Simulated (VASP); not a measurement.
# AlCu (P4mm) in VASP: notebook, part 2 of 2

VASP 6.6.1.

### Step 4. Single point, r2SCAN

POSCAR

```
AlCu
1.0
    2.9975090000      0.0000000000      0.0000000000
    0.0000000000      2.9975090000      0.0000000000
    0.0000000000      0.0000000000      2.9975090000
Al Cu
1 1
Direct
    0.0000000000      0.0000000000      0.0000000000
    0.4416181903      0.5000000000      0.5000000000
```

INCAR.step1

```
SYSTEM = AlCu
  ALGO = Normal
  EDIFF = 1E-4
  ENCUT = 520
  GGA = PE
  ISMEAR = 0
  LASPH = .True.
  LCHARG = .False.
  LREAL = .False.
  LWAVE = .True.
  NBANDS = 14
  NELM = 80
  PREC = Accurate
  SIGMA = 0.15
```

INCAR.step2

```
SYSTEM = AlCu
  ALGO = Normal
  EDIFF = 1E-6
  ENCUT = 520
  ISIF = 2
  ISMEAR = 0
  ISTART = 1
  LASPH = .True.
  LCHARG = .False.
  LMIXTAU = .True.
  LREAL = .False.
  LWAVE = .False.
  METAGGA = R2SCAN
  NBANDS = 14
  NELM = 80
  PREC = Accurate
  SIGMA = 0.15
```

KPOINTS

```
k-points
0
Gamma
  16 16 16
  0 0 0
```

Potentials or basis: VASP PAW PBE potentials, release 64 (Al, Cu).

The run is started by

```sh
> cat potpaw_PBE.64/Al/POTCAR potpaw_PBE.64/Cu/POTCAR > POTCAR
> cp INCAR.step1 INCAR
> mpirun -np 1 vasp_std > vasp.out
> cp INCAR.step2 INCAR
> mpirun -np 1 vasp_std > vasp.out
```

OUTCAR:

```text
SYSTEM = AlCu
   EDIFF = 1E-6
   ENCUT = 520
   ISIF = 2
   ISMEAR = 0
   ISTART = 1
   LASPH = .True.
   LREAL = .False.
   METAGGA = R2SCAN
   NELM = 80
   PREC = Accurate

 ion  position               nearest neighbor table
   1  0.000  0.000  0.000-   2 2.50   2 2.50   2 2.50   2 2.50   2 2.70   2 2.70   2 2.70   2 2.70

   2  0.442  0.500  0.500-   1 2.50   1 2.50   1 2.50   1 2.50   1 2.70   1 2.70   1 2.70   1 2.70

  LATTYP: Found a simple cubic cell.
 ALAT       =     2.9975090000

  Lattice vectors:

 A1 = (   2.9975090000,   0.0000000000,   0.0000000000)
 A2 = (   0.0000000000,   2.9975090000,   0.0000000000)
 A3 = (   0.0000000000,   0.0000000000,   2.9975090000)

Analysis of symmetry for initial positions (statically):
=====================================================================
 Subroutine PRICEL returns:
 Original cell was already a primitive cell.

 Routine SETGRP: Setting up the symmetry group for a
 simple cubic supercell.

 Subroutine GETGRP returns: Found  8 space group operations
 (whereof  8 operations were pure point group operations)
 out of a pool of 48 trial point group operations.

The static configuration has the point symmetry C_4v.

[... 176 lines left out ...]
      7      13.1173      0.00000
      8      13.1173      0.00000
      9      13.1636      0.00000
     10      15.4961      0.00000
     11      15.4976      0.00000
     12      19.9829      0.00000
     13      28.2179      0.00000
     14      28.2664      0.00000
[... 377 lines left out ...]
      1      -2.4096      2.00000
      2       3.8492      2.00000
      3       3.9606      2.00000
      4       4.7667      2.00000
      5       4.8194      2.00000
      6       4.9625      2.00000
      7       9.2461      0.06484
      8      12.9074      0.00000
      9      14.0384      0.00000
     10      16.2791      0.00000
     11      18.6049      0.00000
     12      22.7656      0.00000
     13      23.4441      0.00000
     14      24.5707      0.00000

 [... further k-points ...]

------------------------ aborting loop because EDIFF is reached ----------------------------------------

  FORCE on cell =-STRESS in cart. coord.  units (eV):
  Direction    XX          YY          ZZ          XY          YZ          ZX
  --------------------------------------------------------------------------------------
  -------------------------------------------------------------------------------------
  Total       -0.6987749     -0.5308577     -0.5308577      0.0000000      0.0000000      0.0000000
  in kB      -41.5686979    -31.5796417    -31.5796417      0.0000000      0.0000000      0.0000000
  external PRESSURE =     -34.9093271 kB  Pullay stress =       0.0000000 kB

 VOLUME and BASIS-vectors are now :
 -----------------------------------------------------------------------------
  energy-cutoff  :      520.00
  volume of cell :       26.93
      direct lattice vectors                 reciprocal lattice vectors
     2.997509000  0.000000000  0.000000000     0.333610341  0.000000000  0.000000000
     0.000000000  2.997509000  0.000000000     0.000000000  0.333610341  0.000000000
     0.000000000  0.000000000  2.997509000     0.000000000  0.000000000  0.333610341

 POSITION                                       TOTAL-FORCE (eV/Angst)
 -----------------------------------------------------------------------------------
      0.00000      0.00000      0.00000        -0.693586      0.000000      0.000000
      1.32375      1.49875      1.49875         0.693586      0.000000     -0.000000
 -----------------------------------------------------------------------------------
    total drift:                               -0.010460      0.000000      0.000014

  FREE ENERGIE OF THE ION-ELECTRON SYSTEM (eV)
  ---------------------------------------------------
  free  energy   TOTEN  =       -17.8277582415 eV

  energy  without entropy=      -17.8213729055  energy(sigma->0) =      -17.82456557
```

OUTCAR.step1:

```text
SYSTEM = AlCu
   EDIFF = 1E-4
   ENCUT = 520
   GGA = PE
   ISMEAR = 0
   LASPH = .True.
   LREAL = .False.
[... 630 lines left out ...]
      0.00000      0.00000      0.00000        -0.681218     -0.000000      0.000000
      1.32375      1.49875      1.49875         0.681218      0.000000     -0.000000
 -----------------------------------------------------------------------------------
    total drift:                               -0.001150      0.000000      0.000014

  FREE ENERGIE OF THE ION-ELECTRON SYSTEM (eV)
  ---------------------------------------------------
  free  energy   TOTEN  =        -7.7040032896 eV

  energy  without entropy=       -7.6970830686  energy(sigma->0) =       -7.70054318
```

OSZICAR.step1:

```text
N       E                     dE             d eps       ncg     rms          rms(c)
DAV:   1     0.539285548598E+02    0.53929E+02   -0.59558E+03 11612   0.127E+03
DAV:   2    -0.736362151140E+01   -0.61292E+02   -0.54983E+02 11946   0.209E+02
DAV:   3    -0.952451407050E+01   -0.21609E+01   -0.21071E+01 14884   0.442E+01
DAV:   4    -0.956333956018E+01   -0.38825E-01   -0.38806E-01 13658   0.492E+00
DAV:   5    -0.956482520755E+01   -0.14856E-02   -0.14856E-02 17050   0.103E+00    0.121E+01
DAV:   6    -0.102222358746E+02   -0.65741E+00   -0.40961E+01 13530   0.155E+02    0.962E+00
DAV:   7    -0.775882291516E+01    0.24634E+01   -0.79035E+00 13988   0.722E+01    0.126E+00
DAV:   8    -0.772793026057E+01    0.30893E-01   -0.59545E-01 15622   0.175E+01    0.126E+00
DAV:   9    -0.770386351836E+01    0.24067E-01   -0.10805E-01 14638   0.767E+00    0.622E-02
DAV:  10    -0.770414212267E+01   -0.27860E-03   -0.25422E-03 17504   0.911E-01    0.839E-02
DAV:  11    -0.770400695113E+01    0.13517E-03   -0.84366E-04 11268   0.712E-01    0.169E-02
DAV:  12    -0.770400328959E+01    0.36615E-05   -0.33401E-05  6318   0.142E-01
   1 F= -.77040033E+01 E0= -.77005432E+01  d E =-.692022E-02
```

Run time: 7.4 min. Hardware: 1 thread of Intel Xeon Platinum 8259CL at 2.50GHz (Skylake/Cascade Lake), shared host; peak memory 0.27 GiB.

What came out:

| Item | Value |
| --- | --- |
| Free energy | -17.8278 eV |
| Pressure | -3.5 GPa |
| Largest force | 0.694 eV/Å |
| Band gap on the k mesh | zero (bands 7 and 8 overlap by 4.97 eV) |

Forces in eV/Å, atoms in the order of the input:
```
Al  -0.694  0.000  0.000
Cu   0.694  0.000  0.000
```

Levels at points of the mesh, in eV from the Fermi level:
```csv
k point,band 4,band 5,band 6,band 7,band 8,band 9,band 10,band 11
"(0.00, 0.00, 0.00)",-4.11,-4.09,-4.09,4.07,4.07,4.11,6.45,6.45
"(0.50, 0.00, 0.00)",-4.53,-4.53,-4.05,-3.35,7.49,8.23,8.23,9.28
"(0.00, 0.50, 0.00)",-4.56,-4.52,-4.04,-3.38,7.48,8.46,8.58,8.91
"(0.50, 0.50, 0.00)",-4.42,-4.05,-3.96,-3.74,-0.87,-0.09,10.94,13.11
"(0.00, 0.50, 0.50)",-4.53,-3.93,-3.93,-3.75,-0.90,-0.08,11.00,12.92
"(0.50, 0.50, 0.50)",-3.74,-3.72,0.55,0.55,0.72,1.94,2.33,2.33
```

Caveat: the cell differs from its parent crystal (all Cu atoms moved +0.175 Å, as atom 2 towards its neighbour atom 2 (Cu) at 2.998 Å); the cell stands under tension; the PAW data sets were made with another functional, which shifts forces and pressure a little.

### Step 5. Overview

```tsv
cell	gap on the mesh (eV)	pressure (GPa)	largest force (eV/Å)
as given, atomic positions A	none	-3.1	0.80
as given, atomic positions B	none	-3.9	0.60
as given, atomic positions C	none	-3.5	0.69
```

Alike in all rows: task single point; level r2SCAN; potentials or basis VASP PAW PBE potentials, release 64 (Al, Cu); no spin polarisation; k mesh 16 × 16 × 16; cutoff (eV) 520; smearing gaussian 0.15 eV.

Caveats: the cell stands under tension; the PAW data sets were made with another functional, which shifts forces and pressure a little.

Total energies depend on the potentials used, so only differences within one code and one set of settings carry meaning.
